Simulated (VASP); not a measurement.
WS2:

```
W S
1.0
     3.16995    0.00000    0.00000
    -1.58497    2.74525    0.00000
     0.00000    0.00000   12.99071
W S
2 4
Direct
  0.33333 0.66667 0.25000
  0.66667 0.33333 0.75000
  0.66667 0.33333 0.37050
  0.66667 0.33333 0.12950
  0.33333 0.66667 0.87050
  0.33333 0.66667 0.62950
```

This cell differs from its parent crystal: uniaxial z strain +4.0%.

Base run:

* Program: VASP 6.6.1
* Functional: PBE
* Potentials or basis: VASP PAW PBE potentials, release 64 (W_sv, S)
* Cutoff: 500 eV
* k mesh: 12 × 12 × 2
* Occupations: fermi-dirac, width 0.02 eV
* Spin: no spin polarisation

Its results: band gap on the k mesh 1.25 eV (least direct gap 1.81 eV); pressure 2.5 GPa; largest force 0.196 eV/Å.

Question: The run is repeated on the same cell with these changes: functional from PBE to r2SCAN; cutoff from 500 eV to 550 eV; occupations from fermi-dirac, width 0.02 eV to gaussian, width 0.01 eV. What comes out?

Answer: Band gap on the k mesh 1.36 eV (least direct gap 1.93 eV); pressure 0.8 GPa; largest force 0.027 eV/Å.

Caveats: spin-orbit coupling is left out, which moves the levels of the heavy elements; this functional lacks dispersion, which binds the layers, so the pressure and a relaxed spacing across them are unreliable (at least some runs); the PAW data sets were made with another functional, which shifts forces and pressure a little (at least some runs).

A k mesh can miss the band edges.
